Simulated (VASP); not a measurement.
Here is a VASP 6.6.1 calculation.

Contents of INCAR:

```
SYSTEM = Cu
PREC = Accurate ; ENCUT = 520
EDIFF = 1E-7 ; ISMEAR = 0
SIGMA = 0.15 ; LREAL = .False.
LASPH = .True. ; NELM = 100
ALGO = Normal ; ISIF = 2
LWAVE = .False. ; LCHARG = .False.
GGA = PE ; NBANDS = 18
```

The input KPOINTS:

```
regular mesh
0
Gamma
  21 21 12
  0 0 0
```

Contents of POSCAR:

```
Cu
1.0
    2.3635120027      0.0000000000      0.0000000000
   -1.1817560014      2.0468614365      0.0000000000
    0.0000000000      0.0000000000      4.3540618115
Cu
2
Direct
    0.3333333333      0.6666666667      0.2500000000
    0.6666666667      0.3333333333      0.7500000000
```

Potentials or basis: VASP PAW PBE potentials, release 64 (Cu).

Launch:

```sh
$ cat potpaw_PBE.64/Cu/POTCAR > POTCAR
$ mpirun -np 1 vasp_std > vasp.out
```

(1) Predict the band gap on the k mesh.

(2) Estimate the pressure.

## Answers

(1) zero (bands 11 and 12 overlap by 7.15 eV).

(2) 28.9 GPa.

Caveat: the cell stands under pressure.
